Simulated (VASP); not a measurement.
CdTe:

```xyz
2
Lattice="0.0000 3.3091 3.3091 3.3091 0.0000 3.3091 3.3091 3.3091 0.0000" Properties=species:S:1:pos:R:3 pbc="T T T"
Cd    0.0000    0.0000    0.0000
Te    1.6545    1.6545    1.6545
```

Base run:

```yaml
Program: VASP 6.6.1
Functional: PBEsol
Potentials_or_basis: VASP PAW PBE potentials, release 64 (Cd, Te)
Cutoff: 520 eV
k_mesh: 10 × 10 × 10
Occupations: gaussian, width 0.05 eV
Spin: no spin polarisation
```

Its results: band gap on the k mesh 0.48 eV; pressure -2.0 GPa.

Task: The run is repeated on the same cell with these changes: functional from PBEsol to LDA; potentials or basis from VASP PAW PBE potentials, release 64 (Cd, Te) to VASP PAW LDA potentials, release 64 (Cd, Te). What comes out?

Result: Band gap on the k mesh 0.37 eV; pressure -3.4 GPa.

Caveats: spin-orbit coupling is left out, which moves the levels of the heavy elements; the PAW data sets were made with another functional, which shifts forces and pressure a little (at least some runs); the cell stands under tension (at least some runs).

